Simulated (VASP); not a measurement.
# Os4C in VASP: notebook, part 2 of 2

VASP 6.6.1. Earlier steps stand in the parts before.

### Step 4. Single point, LDA

INCAR reads:

```
ALGO = Normal
DIPOL = 0.5 0.5 0.373
EDIFF = 1E-7
ENCUT = 520
IDIPOL = 3
ISIF = 2
ISMEAR = 0
LASPH = T
LCHARG = F
LDIPOL = T
LREAL = F
LWAVE = F
NBANDS = 26
NELM = 80
PREC = Accurate
SIGMA = 0.1
```

KPOINTS reads:

```
k-points
0
Gamma
  12 12 1
```

POSCAR reads:

```
Os4C
1.0
    2.7145740629      0.0000000000      0.0000000000
   -1.3572870314      2.3508900989      0.0000000000
    0.0000000000      0.0000000000     21.8661488866
Os C
4 1
Direct
    0.6666666667      0.3333333334      0.1829311609
    0.3333333333      0.6666666666      0.2811020214
    0.6666666667      0.3333333334      0.3787246389
    0.3333333333      0.6666666666      0.4740729124
    0.6666666667      0.8333333333      0.5488193639
```

Potentials or basis: VASP PAW LDA potentials, release 64 (Os, C).

Run with:

```console
$ cat potpaw_LDA.64/Os/POTCAR potpaw_LDA.64/C/POTCAR > POTCAR
$ mpirun -np 1 vasp_std > vasp.out
```

OUTCAR:

```text
EDIFF = 1E-7
   ENCUT = 520
   ISIF = 2
   ISMEAR = 0
   LASPH = T
   LREAL = F
   NELM = 80
   PREC = Accurate

 ion  position               nearest neighbor table
   1  0.667  0.333  0.183-   2 2.66   2 2.66   2 2.66
   2  0.333  0.667  0.281-   3 2.65   3 2.65   3 2.65   1 2.66   1 2.66   1 2.66
   3  0.667  0.333  0.379-   4 2.61   4 2.61   4 2.61   2 2.65   2 2.65   2 2.65
   4  0.333  0.667  0.474-   5 1.81   3 2.61   3 2.61   3 2.61   5 2.64   5 2.64
   5  0.667  0.833  0.549-   4 1.81   4 2.64   4 2.64

  LATTYP: Found a hexagonal cell.
 ALAT       =     2.7145740629
 C/A-ratio  =     8.0550938674

  Lattice vectors:

 A1 = (   2.7145740629,   0.0000000000,   0.0000000000)
 A2 = (  -1.3572870314,   2.3508900989,   0.0000000000)
 A3 = (   0.0000000000,   0.0000000000,  21.8661488866)

Analysis of symmetry for initial positions (statically):
=====================================================================
 Subroutine PRICEL returns:
 Original cell was already a primitive cell.

 Routine SETGRP: Setting up the symmetry group for a
 hexagonal supercell.

 Subroutine GETGRP returns: Found  2 space group operations
 (whereof  2 operations were pure point group operations)
 out of a pool of 24 trial point group operations.

The static configuration has the point symmetry C_1h.

Analysis of symmetry for dynamics (positions and initial velocities):
=====================================================================
 Subroutine PRICEL returns:
 Original cell was already a primitive cell.

 Routine SETGRP: Setting up the symmetry group for a
 hexagonal supercell.

 Subroutine GETGRP returns: Found  2 space group operations
 (whereof  2 operations were pure point group operations)
 out of a pool of 24 trial point group operations.

The dynamic configuration has the point symmetry C_1h.

 Subroutine INISYM returns: Found  2 space group operations
 (whereof  2 operations are pure point group operations),
 and found     1 'primitive' translations

----------------------------------------------------------------------------------------

                                     Primitive cell

  volume of cell :     139.5424

  direct lattice vectors                    reciprocal lattice vectors
     2.714574063  0.000000000  0.000000000     0.368381918  0.212685400  0.000000000
    -1.357287031  2.350890099  0.000000000     0.000000000  0.425370799  0.000000000
     0.000000000  0.000000000 21.866148887     0.000000000  0.000000000  0.045732790

  length of vectors
     2.714574063  2.714574063 21.866148887     0.425370799  0.425370799  0.045732790

  position of ions in fractional coordinates (direct lattice)
     0.666666667  0.333333333  0.182931161
     0.333333333  0.666666667  0.281102021
     0.666666667  0.333333333  0.378724639
     0.333333333  0.666666667  0.474072912
     0.666666667  0.833333333  0.548819364

  ion indices of the primitive-cell ions
   primitive index   ion index
                 1           1
                 2           2
                 3           3
                 4           4
[... 33 lines left out ...]
  0.166667  0.000000  0.000000      2.000000
  0.000000  0.166667  0.000000      4.000000
  0.250000 -0.000000  0.000000      2.000000
[... 16 lines left out ...]
 -0.083333  0.416667  0.000000      4.000000
 -0.416667  0.333333  0.000000      4.000000
 [... further k-points ...]
   k-points           NKPTS =     43   k-points in BZ     NKDIM =     43   number of bands    NBANDS=     26
   number of dos      NEDOS =    301   number of ions     NIONS =      5
   total plane-waves  NPLWV =  67200
   dimension x,y,z NGX =    20 NGY =   20 NGZ =  168
   dimension x,y,z NGXF=    40 NGYF=   40 NGZF=  336
   ions per type =               4   1
   NGX,Y,Z   is equivalent  to a cutoff of  12.25, 12.25, 12.77 a.u.
   NGXF,Y,Z  is equivalent  to a cutoff of  24.50, 24.50, 25.55 a.u.
 SYSTEM =  unknown system
   PREC   = accura    normal or accurate (medium, high low for compatibility)
   ISTART =      0    job   : 0-new  1-cont  2-samecut
   ICHARG =      2    charge: 1-file 2-atom 10-const
   ISPIN  =      1    spin polarized calculation?
   LNONCOLLINEAR =      F non collinear calculations
   LSORBIT =      F    spin-orbit coupling
   LASPH  =      T    aspherical Exc in radial PAW
   ENCUT  =  520.0 eV  38.22 Ry    6.18 a.u.   5.05  5.05 40.66*2*pi/ulx,y,z
   NELM   =     80;   NELMIN=  2; NELMDL= -5     # of ELM steps
   EDIFF  = 0.1E-06   stopping-criterion for ELM
   LREAL  =      F    real-space projection
   EDIFFG = 0.1E-05   stopping-criterion for IOM
   NSW    =      0    number of steps for IOM
   IBRION =     -1    ionic relax: 0-MD 1-quasi-New 2-CG
   NFREE  =      0    steps in history (QN), initial steepest desc. (CG)
   ISIF   =      2    stress and relaxation
   ISYM   =      2    0-nonsym 1-usesym 2-fastsym
   POTIM  = 0.5000    time-step for ionic-motion
   TEBEG  =    0.0;   TEEND  =   0.0 temperature during run
   PSTRESS=    0.0 pullay stress
   NELECT =      36.0000    total number of electrons
   NUPDOWN=      -1.0000    fix difference up-down
   EMIN   =  10.00;   EMAX   =-10.00  energy-range for DOS
   EFERMI =   0.00;   METHOD = LEGACY
   ISMEAR =     0;   SIGMA  =   0.10  broadening in eV -4-tet -1-fermi 0-gaus
   EFERMI_NEDOS =   21; number of points for ismear=-14 and -15
   IALGO  =     38    algorithm
   IMIX   =      4    mixing-type and parameters
     AMIX     =   0.40;   BMIX     =  1.00
     AMIX_MAG =   1.60;   BMIX_MAG =  1.00
  volume/ion in A,a.u.               =      27.91       188.34
  Fermi-wavevector in a.u.,A,eV,Ry     =   1.042174  1.969423 14.777649  1.086127
  Thomas-Fermi vector in A             =   2.176827
   LORBIT       =      0    0 simple, 1 ext, 2 COOP (PROOUT), +10 PAW based schemes
   GGA     = CA    functional components
   LHFCALC =     F    Hartree Fock is set to
   AEXX    =    0.0000 exact exchange contribution
   IVDW    =     0    specifies the selected vdW correction
   LEPSILON=     F    determine dielectric tensor
   LRPA    =     F    only Hartree local field effects (RPA)
 non-spin polarized calculation
 Gauss-broadening in eV      SIGMA  =   0.10
  energy-cutoff  :      520.00
  volume of cell :      139.54
 maximum number of plane-waves:      3813
   NGX = 11   NGY = 11   NGZ = 81

 dipolmoment           0.000000      0.000000     -1.018702 electrons x Angstroem

 number of electron      35.9999999 magnetization

 dipolmoment           0.000000      0.000000      0.059078 electrons x Angstroem

 Free energy of the ion-electron system (eV)
  ---------------------------------------------------
  ext. energy  EPLUGINS =         0.00000000
  ---------------------------------------------------
  free energy    TOTEN  =       -54.64937822 eV

  energy without entropy =      -54.63292314  energy(sigma->0) =      -54.64115068

 E-fermi :   0.5786     XC(G=0):  -7.1750

 val. band max:        0.5778418826   @ k =  -0.2500   0.1667   0.0000
 cond. band min:       0.5807744343   @ k =   0.1667   0.0833   0.0000
 fundamental gap:      0.0029325517
 Fermi energy:         0.5785588297

 k-point     1 :       0.0000    0.0000    0.0000
  band No.  band energies     occupation
      1     -12.0849      2.00000
      2      -9.7239      2.00000
      3      -8.0716      2.00000
      4      -7.4681      2.00000
      5      -7.0599      2.00000
      6      -3.2170      2.00000
[... 685 lines left out ...]
     25       3.4789      0.00000
     26       3.9021      0.00000

 [... further k-points ...]

------------------------ aborting loop because EDIFF is reached ----------------------------------------

 vacuum level on the upper side and lower side of the slab       (xc-potential included)         0.808        -0.827

  FORCE on cell =-STRESS in cart. coord.  units (eV):
  Direction    XX          YY          ZZ          XY          YZ          ZX
  --------------------------------------------------------------------------------------
  -------------------------------------------------------------------------------------
  Total       -0.2684403     -0.4942153      2.3520298      0.1955269      1.4554054      2.5208353
  in kB       -3.0821375     -5.6744070     27.0051802      2.2449713     16.7104541     28.9433454
  external PRESSURE =       6.0828785 kB  Pullay stress =       0.0000000 kB

 VOLUME and BASIS-vectors are now :
 -----------------------------------------------------------------------------
  energy-cutoff  :      520.00
  volume of cell :      139.54
      direct lattice vectors                 reciprocal lattice vectors
     2.714574063  0.000000000  0.000000000     0.368381918  0.212685400  0.000000000
    -1.357287031  2.350890099  0.000000000     0.000000000  0.425370799  0.000000000
     0.000000000  0.000000000 21.866148887     0.000000000  0.000000000  0.045732790

 POSITION                                       TOTAL-FORCE (eV/Angst)
 -----------------------------------------------------------------------------------
      1.35729      0.78363      4.00000        -0.090199     -0.052076      1.059407
      0.00000      1.56726      6.14662         0.067335      0.038876     -0.966586
      1.35729      0.78363      8.28125        -0.516719     -0.298328     -2.229108
      0.00000      1.56726     10.36615        -0.166198     -0.095955      1.850975
      0.67864      1.95908     12.00057         0.705780      0.407482      0.285312
 -----------------------------------------------------------------------------------
    total drift:                                0.000092      0.000053     -0.000448

  FREE ENERGIE OF THE ION-ELECTRON SYSTEM (eV)
  ---------------------------------------------------
  free  energy   TOTEN  =       -54.6493782167 eV

  energy  without entropy=      -54.6329231355  energy(sigma->0) =      -54.64115068

 vacuum level on the upper side and lower side of the slab         7.933         6.248
```

stdout:

```text
POSCAR found type information on POSCAR OsC
 POSCAR found :  2 types and       5 ions
 scaLAPACK will be used
 LDA part: xc-table for (Slater(with rela. corr.)+CA(PZ))
 , standard interpolation
 POSCAR, INCAR and KPOINTS ok, starting setup
 FFT: planning ... GRIDC
 FFT: planning ... GRID_SOFT
 FFT: planning ... GRID
 WAVECAR not read
 entering main loop
```

Wall time 2.9 min (1 thread of Intel Xeon 6975P-C (Granite Rapids), shared host); peak memory 0.29 GiB.

What came out:

* Free energy: -54.6494 eV
* Largest force: 2.308 eV/Å
* Band gap on the k mesh: zero (bands 18 and 19 overlap by 2.96 eV)

Forces on the atoms (eV/Å):
```
Os  -0.090 -0.052  1.059
Os   0.067  0.039 -0.967
Os  -0.517 -0.298 -2.229
Os  -0.166 -0.096  1.851
C    0.706  0.407  0.285
```

Levels at points of the mesh, in eV from the Fermi level:
```csv
k point,band 15,band 16,band 17,band 18,band 19,band 20
"(0.00, 0.00, 0.00)",-2.34,-2.34,-1.54,-1.31,-0.86,-0.03
"(0.50, 0.00, 0.00)",-0.52,-0.49,1.09,1.37,2.05,2.10
"(0.00, 0.50, 0.00)",-0.40,0.58,0.95,1.74,2.02,2.15
```

Caveat: spin-orbit coupling is left out, which moves the levels of the heavy elements.

### Step 5. Summary

```tsv
task	cell	atoms held fixed (from 0)	atoms held along some axes (from 0)	gap on the mesh (eV)	largest force (eV/Å)
relaxation of the atoms	atoms relaxed from a = 2.715, b = 2.715, c = 21.866 Å, angles 90.0, 90.0, 120.0°, 5 atoms, atomic positions A	[0, 1, 2, 3]	atom 4 along a and b	none	-
single point	a = 2.715, b = 2.715, c = 21.866 Å, angles 90.0, 90.0, 120.0°, 5 atoms, atomic positions B	-	-	none	2.18
single point	a = 2.715, b = 2.715, c = 21.866 Å, angles 90.0, 90.0, 120.0°, 5 atoms, atomic positions C	-	-	none	2.31
```

Alike in all rows: level LDA; potentials or basis VASP PAW LDA potentials, release 64 (Os, C); no spin polarisation; k mesh 12 × 12 × 1; cutoff (eV) 520; smearing gaussian 0.1 eV.

Caveats: spin-orbit coupling is left out, which moves the levels of the heavy elements.

Absolute energies hang on the potentials; compare differences alone.
